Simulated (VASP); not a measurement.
The system is Sn4H.

```
Sn H
1.0
     4.60000    0.00000    0.00000
    -2.30000    3.98372    0.00000
     0.00000    0.00000   16.00000
Sn H
8 2
Cartesian
  0.0000 0.0000 1.4048
  0.0000 0.0000 14.5952
  2.3000 1.3279 13.6544
  2.3000 1.3279 10.8448
  2.3000 1.3279 6.0944
  0.0000 2.6558 9.9056
  0.0000 2.6558 2.3456
  0.0000 2.6558 5.1552
  2.3000 1.3279 7.8256
  0.0000 2.6558 8.1744
```

- Program: VASP 6.6.1
- Task: relaxation of cell and atoms
- Functional: PBE
- Potentials or basis: VASP PAW PBE potentials, release 64 (Sn_d, H)
- Cutoff: 600 eV
- k mesh: 4 × 4 × 1
- Occupations: gaussian, width 0.2 eV
- Spin: no spin polarisation

At the start: pressure 2.9 GPa; volume 29.32 Å³/atom.

Where does the relaxation end?

Over 7 steps the energy falls by 24.2 meV/atom and the volume is 31.60 Å³/atom (+7.8 %); space group P-3m1 (No. 164, to 0.1 Å) before and after.

Step by step:
```csv
step,energy change (eV),largest force (eV/Å),pressure (GPa),volume (Å³)
1,0.0000,0.2141,2.85,293.20
2,-0.2029,0.2419,-0.17,315.88
3,-0.2029,0.2371,-0.15,315.57
4,-0.2228,0.2122,-0.08,315.90
5,-0.2255,0.3426,-0.04,316.08
6,-0.2387,0.1906,-0.06,316.03
7,-0.2420,0.0751,-0.08,315.98
```

Final structure:
```yaml
crystal:
  lattice:
    - [4.77775, 0.00000, 0.00000]
    - [-2.38888, 4.13766, 0.00000]
    - [0.00000, 0.00000, 15.98390]
  atoms:
    - { symbol: Sn, position: [0.00000, 0.00000, 0.08970] }
    - { symbol: Sn, position: [0.00000, 0.00000, 0.91030] }
    - { symbol: Sn, position: [0.66667, 0.33333, 0.85516] }
    - { symbol: Sn, position: [0.66667, 0.33333, 0.67435] }
    - { symbol: Sn, position: [0.66667, 0.33333, 0.37872] }
    - { symbol: Sn, position: [0.33333, 0.66667, 0.62128] }
    - { symbol: Sn, position: [0.33333, 0.66667, 0.14484] }
    - { symbol: Sn, position: [0.33333, 0.66667, 0.32565] }
    - { symbol: H, position: [0.66667, 0.33333, 0.48838] }
    - { symbol: H, position: [0.33333, 0.66667, 0.51162] }
```

Caveat: the relaxation stopped at a loose force limit of 0.08 eV/Å, so its end isn't a converged minimum.
